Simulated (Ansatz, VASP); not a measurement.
Ge: VASP beside Ansatz

INCAR

```
SYSTEM = Ge
ALGO = Normal ; DIPOL = 0.5 0.5 0.368
EDIFF = 1E-6 ; ENCUT = 520
GGA = PE ; IDIPOL = 3
ISIF = 2 ; ISMEAR = 0
IVDW = 12 ; LASPH = .True.
LCHARG = .True. ; LDIPOL = .True.
LELF = .True. ; LREAL = .False.
LVACPOTAV = .True. ; LVHAR = .True.
LWAVE = .False. ; NBANDS = 36
NELM = 100 ; PREC = Accurate
SIGMA = 0.1
```

The input KPOINTS:

```
k-points
0
Gamma
  9 9 1
  0 0 0
```

POSCAR

```
Ge
1.0
    4.0226895460      0.0000000000      0.0000000000
   -2.0113447730      3.4837513384      0.0000000000
    0.0000000000      0.0000000000     18.8685220369
Ge
4
Direct
    0.3333333333      0.6666666667      0.2747571330
    0.6666666667      0.3333333333      0.2384924474
    0.7777777778      0.2222222222      0.4965159443
    1.1111111111     -0.1111111111      0.4602512588
```

Input for Ansatz:

```yaml
crystal:
  lattice:
    - [4.022689546, 0.0, 0.0]
    - [-2.011344773, 3.4837513384, 0.0]
    - [0.0, 0.0, 18.8685220369]
  atoms:
    - { symbol: Ge, position: [0.3333333333, 0.6666666667, 0.274757133] }
    - { symbol: Ge, position: [0.6666666667, 0.3333333333, 0.2384924474] }
    - { symbol: Ge, position: [0.7777777778, 0.2222222222, 0.4965159443] }
    - { symbol: Ge, position: [1.1111111111, -0.1111111111, 0.4602512588] }
basis:
  ecutwfc: 420
kpoints:
  mp_grid: { grid: [9, 9, 1] }
hamiltonian:
  xc: pbe
  pseudopotentials: { kind: paw, azcp: { folder: soft_1 } }
  dispersion: d3bj
scf:
  occupations: { method: gaussian, width: 0.1 }
output:
  forces: true
  eigenvalues: true
efield:
  axis: 3
  dipole_correction: true
  ramp_width: 0.04
```

Alike in both runs: task single point; functional PBE; dispersion D3(BJ); k mesh 9 × 9 × 1; occupations gaussian, width 0.1 eV; no spin polarisation.

|  | VASP | Ansatz |
| --- | --- | --- |
| version | VASP 6.6.1 | Ansatz 0.2.0 |
| potentials or method | VASP PAW PBE potentials, release 64 (Ge_d), cutoff 520 eV | scalar-relativistic, plane waves, PAW |
| valence electrons in the cell | 56 | 56 |

|  | VASP | Ansatz | Ansatz less VASP |
| --- | --- | --- | --- |
| gap on the k mesh at the Fermi level (eV) | 0.30 | 0.30 | 0.000 |
| least direct gap on the mesh (eV) | 0.30 | 0.30 | 0.000 |
| rms of the force components (eV/Å) | 0.088 | 0.088 | -0.0002 |

Atom by atom the forces differ by 0.001 eV/Å (rms over components).
